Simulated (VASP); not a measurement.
Input of a VASP 6.6.1 run:

Contents of POSCAR:

```
Gd
1.0
   -2.0903672338      2.0903672338      2.0903672338
    2.0903672338     -2.0903672338      2.0903672338
    2.0903672338      2.0903672338     -2.0903672338
Gd
1
Direct
    0.0000000000      0.0000000000      0.0000000000
```

Contents of INCAR.step1:

```
SYSTEM = Gd
ALGO = Normal
EDIFF = 1E-4
ENCUT = 520
GGA = PE
ISMEAR = 1
ISPIN = 2
LASPH = .True.
LCHARG = .False.
LMAXMIX = 6
LREAL = .False.
LWAVE = .True.
MAGMOM = 7
NBANDS = 19
NELM = 150
PREC = Accurate
SIGMA = 0.1
```

The input INCAR.step2:

```
SYSTEM = Gd
ALGO = Normal
EDIFF = 1E-7
ENCUT = 520
ISIF = 2
ISMEAR = 1
ISPIN = 2
ISTART = 1
LASPH = .True.
LCHARG = .False.
LMAXMIX = 6
LMIXTAU = .True.
LORBIT = 11
LREAL = .False.
LWAVE = .False.
MAGMOM = 7
METAGGA = R2SCAN
NBANDS = 19
NELM = 150
PREC = Accurate
SIGMA = 0.1
```

KPOINTS

```
k-points
0
Gamma
  8 8 8
  0 0 0
```

Potentials or basis: VASP PAW PBE potentials, release 64 (Gd).

Run with:

```console
$ cat potpaw_PBE.64/Gd/POTCAR > POTCAR
$ cp INCAR.step1 INCAR
$ mpirun -np 1 vasp_std > vasp.out
$ cp INCAR.step2 INCAR
$ mpirun -np 1 vasp_std > vasp.out
```

(1) Predict the band gap on the k mesh.

(2) Estimate the pressure.

(3) Estimate the site moments.

Results:

(1) zero (filled and empty bands overlap).

(2) -2.8 GPa.

(3) Gd +7.09 μB.

Caveat: the PAW data sets were made with another functional, which shifts forces and pressure a little; spin-orbit coupling is left out, which moves the levels of the heavy elements; semilocal functionals describe open f shells poorly, which spoils levels, moments and volumes.
